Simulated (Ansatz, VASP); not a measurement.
## Two plane-wave programs on FeI3

```
Fe I
1.0
     5.56030    0.00000    5.56030
     0.00000    5.56030    5.56030
     0.00000    0.00000   11.12061
Fe I
2 6
Direct
  0.00000 0.00000 0.00000
  0.00000 0.00000 0.50000
  0.50000 0.00000 0.75000
  0.00000 0.00000 0.25000
  0.00000 0.50000 0.75000
  0.50000 0.00000 0.25000
  0.00000 0.00000 0.75000
  0.00000 0.50000 0.25000
```

Alike in both runs: functional PBE; k mesh 6 × 6 × 3; occupations gaussian, width 0.05 eV; collinear spin.

Ansatz relaxed the structure, and its values are those at the end. VASP's run is a single point on that final structure, the one shown.

|  | VASP | Ansatz |
| --- | --- | --- |
| version | VASP 6.6.1 | Ansatz 0.2.0 |
| potentials or method | VASP PAW PBE potentials, release 64 (Fe, I), cutoff 520 eV | scalar-relativistic, plane waves, PAW |
| valence electrons in the cell | 58 | 134 |

|  | VASP | Ansatz | Ansatz less VASP |
| --- | --- | --- | --- |
| gap on the k mesh at the Fermi level (eV) | none | none | - |
| pressure (GPa) | -0.5 | -0.4 | +0.09 |
| net moment per atom (μB) | 0.00 | 0.00 | 0.000 |
| size of the moment on the site where the two differ most (μB) | 3.35 | 3.40 | +0.054 |

Site moments also hang on the region over which each program counts them. A gap of «none» marks a metal or a gap that the smearing closes. The functional is the same, so the differences come from potentials, cutoffs and numerics. VASP's potentials hold 58 valence electrons a cell and Ansatz's 134, so a difference there can come from the potentials and not from the codes. Ansatz's warnings: stress scf threshold loose.

Spin-orbit coupling is off throughout.
